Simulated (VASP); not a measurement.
# Hf7N8 (a cell with a defect) in VASP: a series of runs

Hf7N8 (a cell with a defect) is run at these levels: PBE+D4; tasks: single point, relaxation of the atoms.

All numbers are computed with VASP 6.6.1; they aren't measurements. Logs are shortened: lines on timing, memory, paths and dates and some standing lists are left out, and cuts for length are marked.

**1. The cell of the first run**

The cell holds a defect, 15 atoms: a = 6.381 Å, b = 6.381 Å, c = 6.381 Å, α = 60.00°, β = 60.00°, γ = 60.00°.

**2. Single point, PBE+D4**

Input file INCAR:

```
SYSTEM = Hf7N8
  PREC = Accurate
  ENCUT = 520
  EDIFF = 1E-6
  ISMEAR = 1
  SIGMA = 0.02
  LREAL = .False.
  LASPH = .True.
  NELM = 120
  ALGO = Normal
  ISIF = 2
  LWAVE = .False.
  LCHARG = .True.
  GGA = PE
  IVDW = 13
  LELF = .True.
  LVHAR = .True.
  NBANDS = 68
  GGA_COMPAT = .False.
```

Input file KPOINTS:

```
Automatic mesh
0
Gamma
  2 2 2
  0 0 0
```

Input file POSCAR:

```
Hf7N8
1.0
    0.0000000000      4.5120000000      4.5120000000
    4.5120000000      0.0000000000      4.5120000000
    4.5120000000      4.5120000000      0.0000000000
N Hf
8 7
Direct
    0.2500000000      0.2500000000      0.2500000000
    0.2560397128      0.2560397128      0.7439602872
    0.2560397128      0.7439602872      0.2560397128
    0.2560397128      0.7439602872      0.7439602872
    0.7439602872      0.2560397128      0.2560397128
    0.7439602872      0.2560397128      0.7439602872
    0.7439602872      0.7439602872      0.2560397128
    0.7500000000      0.7500000000      0.7500000000
    0.0000000000      0.0000000000      0.5000000000
    0.0000000000      0.5000000000      0.0000000000
    0.0000000000      0.5000000000      0.5000000000
    0.5000000000      0.0000000000      0.0000000000
    0.5000000000      0.0000000000      0.5000000000
    0.5000000000      0.5000000000      0.0000000000
    0.5000000000      0.5000000000      0.5000000000
```

Potentials or basis: VASP PAW PBE potentials, release 64 (N, Hf_pv).

The run is started by

```
cat potpaw_PBE.64/N/POTCAR potpaw_PBE.64/Hf_pv/POTCAR > POTCAR
mpirun -np 1 vasp_std > vasp.out
```

OUTCAR:

```text
SYSTEM = Hf7N8
   PREC = Accurate
   ENCUT = 520
   EDIFF = 1E-6
   ISMEAR = 1
   LREAL = .False.
   LASPH = .True.
   NELM = 120
   ISIF = 2
   GGA = PE
   IVDW = 13

 ion  position               nearest neighbor table
   1  0.250  0.250  0.250-   9 2.26  10 2.26  11 2.26  12 2.26  13 2.26  14 2.26
   2  0.256  0.256  0.744-  15 2.20  11 2.26  12 2.26  13 2.26  10 2.26
   3  0.256  0.744  0.256-  15 2.20  11 2.26  12 2.26  14 2.26   9 2.26
   4  0.256  0.744  0.744-  15 2.20  10 2.26  13 2.26  14 2.26   9 2.26
   5  0.744  0.256  0.256-  15 2.20  10 2.26  13 2.26  14 2.26   9 2.26
   6  0.744  0.256  0.744-  15 2.20  11 2.26  12 2.26  14 2.26   9 2.26
   7  0.744  0.744  0.256-  15 2.20  11 2.26  12 2.26  13 2.26  10 2.26
   8  0.750  0.750  0.750-   9 2.26  10 2.26  11 2.26  12 2.26  13 2.26  14 2.26
   9  0.000  0.000  0.500-   1 2.26   8 2.26   4 2.26   5 2.26   6 2.26   3 2.26  11 3.19  13 3.19
                            10 3.19  12 3.19  10 3.19  11 3.19  15 3.19  12 3.19  13 3.19  15 3.19
  10  0.000  0.500  0.000-   1 2.26   8 2.26   4 2.26   5 2.26   7 2.26   2 2.26  11 3.19  14 3.19
                             9 3.19  11 3.19  15 3.19   9 3.19  12 3.19  12 3.19  14 3.19  15 3.19
  11  0.000  0.500  0.500-   1 2.26   8 2.26   3 2.26   6 2.26   7 2.26   2 2.26   9 3.19  10 3.19
                            15 3.19  10 3.19  14 3.19   9 3.19  13 3.19  13 3.19  14 3.19  15 3.19
  12  0.500  0.000  0.000-   1 2.26   8 2.26   3 2.26   6 2.26   7 2.26   2 2.26  13 3.19  14 3.19
                             9 3.19  13 3.19  15 3.19  10 3.19  14 3.19  15 3.19   9 3.19  10 3.19
  13  0.500  0.000  0.500-   1 2.26   8 2.26   4 2.26   5 2.26   7 2.26   2 2.26   9 3.19  12 3.19
                            15 3.19  12 3.19  14 3.19  11 3.19  14 3.19  15 3.19   9 3.19  11 3.19
  14  0.500  0.500  0.000-   1 2.26   8 2.26   4 2.26   5 2.26   6 2.26   3 2.26  10 3.19  12 3.19
                            15 3.19  11 3.19  13 3.19  15 3.19  12 3.19  13 3.19  10 3.19  11 3.19
  15  0.500  0.500  0.500-   2 2.20   3 2.20   4 2.20   5 2.20   6 2.20   7 2.20  11 3.19  13 3.19
                            14 3.19  10 3.19  12 3.19  14 3.19   9 3.19  12 3.19  13 3.19   9 3.19

  LATTYP: Found a face centered cubic cell.
 ALAT       =     9.0240000000

  Lattice vectors:

 A1 = (   0.0000000000,   4.5120000000,   4.5120000000)
 A2 = (   4.5120000000,   0.0000000000,   4.5120000000)
 A3 = (   4.5120000000,   4.5120000000,   0.0000000000)

Analysis of symmetry for initial positions (statically):
=====================================================================
 Subroutine PRICEL returns:
 Original cell was already a primitive cell.

 Routine SETGRP: Setting up the symmetry group for a
 face centered cubic supercell.

 Subroutine GETGRP returns: Found 48 space group operations
 (whereof 48 operations were pure point group operations)
 out of a pool of 48 trial point group operations.

The static configuration has the point symmetry O_h .

Analysis of symmetry for dynamics (positions and initial velocities):
=====================================================================
 Subroutine PRICEL returns:
 Original cell was already a primitive cell.

 Routine SETGRP: Setting up the symmetry group for a
 face centered cubic supercell.

 Subroutine GETGRP returns: Found 48 space group operations
 (whereof 48 operations were pure point group operations)
 out of a pool of 48 trial point group operations.

The dynamic configuration has the point symmetry O_h .

 Subroutine INISYM returns: Found 48 space group operations
 (whereof 48 operations are pure point group operations),
 and found     1 'primitive' translations

----------------------------------------------------------------------------------------

                                     Primitive cell

  volume of cell :     183.7119

  direct lattice vectors                    reciprocal lattice vectors
     0.000000000  4.512000000  4.512000000    -0.110815603  0.110815603  0.110815603
     4.512000000  0.000000000  4.512000000     0.110815603 -0.110815603  0.110815603
     4.512000000  4.512000000  0.000000000     0.110815603  0.110815603 -0.110815603

  length of vectors
     6.380931593  6.380931593  6.380931593     0.191938254  0.191938254  0.191938254

  position of ions in fractional coordinates (direct lattice)
     0.250000000  0.250000000  0.250000000
     0.256039713  0.256039713  0.743960287
[... 44 lines left out ...]
     0.055407801 -0.055407801  0.055407801     0.000000000  0.500000000  0.000000000
     0.055407801  0.055407801 -0.055407801     0.000000000  0.000000000  0.500000000

  Length of vectors
     0.095969127  0.095969127  0.095969127

  Shift w.r.t. Gamma in fractional coordinates (k-lattice)
     0.000000000  0.000000000  0.000000000

 Subroutine IBZKPT returns following result:
 ===========================================

 Found      3 irreducible k-points:

 Following reciprocal coordinates:
            Coordinates               Weight
  0.000000  0.000000  0.000000      1.000000
  0.500000  0.000000  0.000000      4.000000
  0.500000  0.500000  0.000000      3.000000
   k-points           NKPTS =      3   k-points in BZ     NKDIM =      3   number of bands    NBANDS=     68
   number of dos      NEDOS =    301   number of ions     NIONS =     15
   total plane-waves  NPLWV = 110592
   dimension x,y,z NGX =    48 NGY =   48 NGZ =   48
   dimension x,y,z NGXF=    96 NGYF=   96 NGZF=   96
   ions per type =               8   7
   NGX,Y,Z   is equivalent  to a cutoff of  12.51, 12.51, 12.51 a.u.
   NGXF,Y,Z  is equivalent  to a cutoff of  25.01, 25.01, 25.01 a.u.
 SYSTEM =  Hf7N8
   PREC   = accura    normal or accurate (medium, high low for compatibility)
   ISTART =      0    job   : 0-new  1-cont  2-samecut
   ICHARG =      2    charge: 1-file 2-atom 10-const
   ISPIN  =      1    spin polarized calculation?
   LNONCOLLINEAR =      F non collinear calculations
   LSORBIT =      F    spin-orbit coupling
   LASPH  =      T    aspherical Exc in radial PAW
   ENCUT  =  520.0 eV  38.22 Ry    6.18 a.u.  11.86 11.86 11.86*2*pi/ulx,y,z
   NELM   =    120;   NELMIN=  2; NELMDL= -5     # of ELM steps
   EDIFF  = 0.1E-05   stopping-criterion for ELM
   LREAL  =      F    real-space projection
   EDIFFG = 0.1E-04   stopping-criterion for IOM
   NSW    =      0    number of steps for IOM
   IBRION =     -1    ionic relax: 0-MD 1-quasi-New 2-CG
   NFREE  =      0    steps in history (QN), initial steepest desc. (CG)
   ISIF   =      2    stress and relaxation
   ISYM   =      2    0-nonsym 1-usesym 2-fastsym
   POTIM  = 0.5000    time-step for ionic-motion
   TEBEG  =    0.0;   TEEND  =   0.0 temperature during run
   PSTRESS=    0.0 pullay stress
   NELECT =     110.0000    total number of electrons
   NUPDOWN=      -1.0000    fix difference up-down
   EMIN   =  10.00;   EMAX   =-10.00  energy-range for DOS
   EFERMI =   0.00;   METHOD = LEGACY
   ISMEAR =     1;   SIGMA  =   0.02  broadening in eV -4-tet -1-fermi 0-gaus
   EFERMI_NEDOS =   21; number of points for ismear=-14 and -15
   IALGO  =     38    algorithm
   IMIX   =      4    mixing-type and parameters
     AMIX     =   0.40;   BMIX     =  1.00
     AMIX_MAG =   1.60;   BMIX_MAG =  1.00
  volume/ion in A,a.u.               =      12.25        82.65
  Fermi-wavevector in a.u.,A,eV,Ry     =   1.379833  2.607507 25.904677  1.903940
  Thomas-Fermi vector in A             =   2.504766
   LORBIT       =      0    0 simple, 1 ext, 2 COOP (PROOUT), +10 PAW based schemes
   GGA     = PE    functional components
   LHFCALC =     F    Hartree Fock is set to
   AEXX    =    0.0000 exact exchange contribution
   IVDW    =    13    specifies the selected vdW correction
   LEPSILON=     F    determine dielectric tensor
   LRPA    =     F    only Hartree local field effects (RPA)
 non-spin polarized calculation
 Methfessel and Paxton  Order N= 1 SIGMA  =   0.02
  energy-cutoff  :      520.00
  volume of cell :      183.71
 maximum number of plane-waves:      4960
 NGX is ok and might be reduce to    48
   NGX = 23   NGY = 23   NGZ = 23

 number of electron     109.9999997 magnetization

 Free energy of the ion-electron system (eV)
  ---------------------------------------------------
  ext. energy  EPLUGINS =         0.00000000
  ---------------------------------------------------
  free energy    TOTEN  =      -161.10707004 eV

  energy without entropy =     -161.10123766  energy(sigma->0) =     -161.10512591

 E-fermi :   7.0395     XC(G=0): -12.0927

 val. band max:        6.8583109605   @ k =   0.5000   0.0000   0.0000
 cond. band min:       7.0423245109   @ k =   0.5000   0.0000   0.0000
 fundamental gap:      0.1840135504
 Fermi energy:         7.0395094809

 k-point     1 :       0.0000    0.0000    0.0000
  band No.  band energies     occupation
      1     -25.2223      2.00000
      2     -24.9604      2.00000
      3     -24.9604      2.00000
      4     -24.9604      2.00000
      5     -24.7879      2.00000
      6     -24.7879      2.00000
[... 199 lines left out ...]
     66      10.2017      0.00000
     67      10.4346      0.00000
 [bands above 67 left out]

------------------------ aborting loop because EDIFF is reached ----------------------------------------

  DFT-D4 for vdW energy calculation

  Edisp (eV):   -3.82693

  FORCE on cell =-STRESS in cart. coord.  units (eV):
  Direction    XX          YY          ZZ          XY          YZ          ZX
  --------------------------------------------------------------------------------------
  -------------------------------------------------------------------------------------
  Total      -5.01380    -5.01380    -5.01380     0.00000    -0.00000     0.00000
  in kB     -43.72608   -43.72608   -43.72608     0.00000    -0.00000     0.00000
  external pressure =      -43.73 kB  Pullay stress =        0.00 kB

 VOLUME and BASIS-vectors are now :
 -----------------------------------------------------------------------------
  energy-cutoff  :      520.00
  volume of cell :      183.71
      direct lattice vectors                 reciprocal lattice vectors
     0.000000000  4.512000000  4.512000000    -0.110815603  0.110815603  0.110815603
     4.512000000  0.000000000  4.512000000     0.110815603 -0.110815603  0.110815603
     4.512000000  4.512000000  0.000000000     0.110815603  0.110815603 -0.110815603

 POSITION                                       TOTAL-FORCE (eV/Angst)
 -----------------------------------------------------------------------------------
      2.25600      2.25600      2.25600         0.000000      0.000000      0.000000
      4.51200      4.51200      2.31050         0.000000      0.000000      0.104526
      4.51200      2.31050      4.51200         0.000000      0.104526      0.000000
      6.71350      4.51200      4.51200        -0.104526      0.000000      0.000000
      2.31050      4.51200      4.51200         0.104526      0.000000      0.000000
      4.51200      6.71350      4.51200         0.000000     -0.104526      0.000000
      4.51200      4.51200      6.71350         0.000000      0.000000     -0.104526
      6.76800      6.76800      6.76800        -0.000000      0.000000      0.000000
      2.25600      2.25600      0.00000         0.000000      0.000000      0.000000
      2.25600      0.00000      2.25600        -0.000000      0.000000      0.000000
      4.51200      2.25600      2.25600        -0.000000      0.000000      0.000000
      0.00000      2.25600      2.25600         0.000000      0.000000      0.000000
      2.25600      4.51200      2.25600        -0.000000      0.000000      0.000000
      2.25600      2.25600      4.51200        -0.000000      0.000000      0.000000
      4.51200      4.51200      4.51200        -0.000000      0.000000      0.000000
 -----------------------------------------------------------------------------------
    total drift:                               -0.000000      0.000000      0.000000

  FREE ENERGIE OF THE ION-ELECTRON SYSTEM (eV)
  ---------------------------------------------------
  free  energy   TOTEN  =      -164.9339994768 eV

  energy  without entropy=     -164.9281671011  energy(sigma->0) =     -164.93205535
```

Wall time 62 s (1 thread of Intel Xeon Platinum 8488C (Sapphire Rapids), shared host); peak memory 0.31 GiB.

What came out:

```
Free energy                : -164.9340 eV
Pressure                   : -4.4 GPa
Largest force              : 0.105 eV/Å
Band gap on the k mesh     : zero (bands 55 and 56 overlap by 2.05 eV)
Dispersion energy per atom : -0.255 eV
```

Forces in eV/Å, atoms in the order of the input:
```
N    0.000  0.000  0.000
N    0.000  0.000  0.105
N    0.000  0.105  0.000
N   -0.105  0.000  0.000
N    0.105  0.000  0.000
N    0.000 -0.105  0.000
N    0.000  0.000 -0.105
N    0.000  0.000  0.000
Hf   0.000  0.000  0.000
Hf   0.000  0.000  0.000
Hf   0.000  0.000  0.000
Hf   0.000  0.000  0.000
Hf   0.000  0.000  0.000
Hf   0.000  0.000  0.000
Hf   0.000  0.000  0.000
```

Levels at points of the mesh, in eV from the Fermi level:
```
           k point  band 53  band 54  band 55  band 56  band 57  band 58
(0.00, 0.00, 0.00)    -2.82    -2.05    -2.05    -2.05     0.77     0.77
(0.50, 0.00, 0.00)    -2.43    -0.18     0.00     0.01     0.01     0.12
(0.50, 0.50, 0.00)    -2.85    -2.26    -0.41     1.65     1.65     1.78
```

Caveat: the k points lie up to 0.60 Å⁻¹ apart, too coarse for converged energies and pressures of a metal; spin-orbit coupling is left out, which moves the levels of the heavy elements.

**3. Relaxation of the atoms, PBE+D4**

Input file INCAR:

```
SYSTEM = Hf7N8
ALGO = Normal ; EDIFF = 1E-7
EDIFFG = -0.05 ; ENCUT = 520
GGA = PE ; GGA_COMPAT = .FALSE.
IBRION = 2 ; ISIF = 2
ISMEAR = 1 ; IVDW = 13
LASPH = .TRUE. ; LCHARG = .FALSE.
LREAL = .FALSE. ; LWAVE = .FALSE.
NELM = 120 ; NELMIN = 4
NSW = 45 ; PREC = Accurate
SIGMA = 0.02
```

Input file KPOINTS:

```
k-points
0
G
  2 2 2
  0 0 0
```

Edit POSCAR of step 2 so:

```diff
@@ -9,8 +9,8 @@
     0.2500000000      0.2500000000      0.2500000000
-    0.2560397128      0.2560397128      0.7439602872
-    0.2560397128      0.7439602872      0.2560397128
-    0.2560397128      0.7439602872      0.7439602872
-    0.7439602872      0.2560397128      0.2560397128
-    0.7439602872      0.2560397128      0.7439602872
-    0.7439602872      0.7439602872      0.2560397128
+    0.2500000000      0.2500000000      0.7500000000
+    0.2500000000      0.7500000000      0.2500000000
+    0.2500000000      0.7500000000      0.7500000000
+    0.7500000000      0.2500000000      0.2500000000
+    0.7500000000      0.2500000000      0.7500000000
+    0.7500000000      0.7500000000      0.2500000000
     0.7500000000      0.7500000000      0.7500000000
```

Potentials or basis: VASP PAW PBE potentials, release 64 (N, Hf_pv).

The run is started by

```
cat potpaw_PBE.64/N/POTCAR potpaw_PBE.64/Hf_pv/POTCAR > POTCAR
mpirun -np 1 vasp_std > vasp.out
```

It took 2.4 min on 1 thread of Intel Xeon Platinum 8488C (Sapphire Rapids), shared host; peak memory 0.33 GiB.

It converged, with:

```yaml
Free_energy: -164.9362 eV
Energy_gained_by_relaxing: 10.7 meV/atom
Ionic_steps: 3
Pressure_after_relaxing: -4.0 GPa
Largest_force_after_relaxing: 0.030 eV/Å
Band_gap_on_the_k_mesh: zero (bands 55 and 56 overlap by 2.08 eV)
Dispersion_energy_per_atom: -0.255 eV
```

Forces on the atoms (eV/Å):
```
N    0.000  0.000  0.000
N    0.000  0.000 -0.030
N    0.000 -0.030  0.000
N    0.030  0.000  0.000
N   -0.030  0.000  0.000
N    0.000  0.030  0.000
N    0.000  0.000  0.030
N    0.000  0.000  0.000
Hf   0.000  0.000  0.000
Hf   0.000  0.000  0.000
Hf   0.000  0.000  0.000
Hf   0.000  0.000  0.000
Hf   0.000  0.000  0.000
Hf   0.000  0.000  0.000
Hf   0.000  0.000  0.000
```

The path:
| step | energy change (eV) | largest force (eV/Å) | pressure (GPa) |
| --- | --- | --- | --- |
| 1 | 0.0000 | 0.9001 | -6.10 |
| 2 | -0.1464 | 0.2514 | -4.78 |
| 3 | -0.1605 | 0.0299 | -4.01 |

Final structure:
```
CELL_PARAMETERS angstrom
0.00000 4.51200 4.51200
4.51200 0.00000 4.51200
4.51200 4.51200 0.00000
ATOMIC_POSITIONS crystal
N 0.25000 0.25000 0.25000
N 0.25711 0.25711 0.74289
N 0.25711 0.74289 0.25711
N 0.25711 0.74289 0.74289
N 0.74289 0.25711 0.25711
N 0.74289 0.25711 0.74289
N 0.74289 0.74289 0.25711
N 0.75000 0.75000 0.75000
Hf 0.00000 0.00000 0.50000
Hf 0.00000 0.50000 0.00000
Hf 0.00000 0.50000 0.50000
Hf 0.50000 0.00000 0.00000
Hf 0.50000 0.00000 0.50000
Hf 0.50000 0.50000 0.00000
Hf 0.50000 0.50000 0.50000
```

Levels at points of the mesh, in eV from the Fermi level:
| k point | band 51 | band 52 | band 53 | band 54 | band 55 | band 56 | band 57 | band 58 | band 59 | band 60 |
| --- | --- | --- | --- | --- | --- | --- | --- | --- | --- | --- |
| (0.00, 0.00, 0.00) | -2.83 | -2.83 | -2.83 | -2.08 | -2.08 | -2.08 | 0.77 | 0.77 | 0.77 | 2.59 |
| (0.50, 0.00, 0.00) | -4.33 | -2.45 | -2.45 | -0.20 | 0.00 | 0.01 | 0.01 | 0.09 | 0.09 | 1.51 |
| (0.50, 0.50, 0.00) | -3.09 | -2.88 | -2.88 | -2.27 | -0.40 | 1.63 | 1.63 | 1.79 | 1.79 | 1.95 |

Caveat: the k points lie up to 0.60 Å⁻¹ apart, too coarse for converged energies and pressures of a metal; spin-orbit coupling is left out, which moves the levels of the heavy elements; the relaxation stopped at a loose force limit of 0.05 eV/Å, so its end isn't a converged minimum.
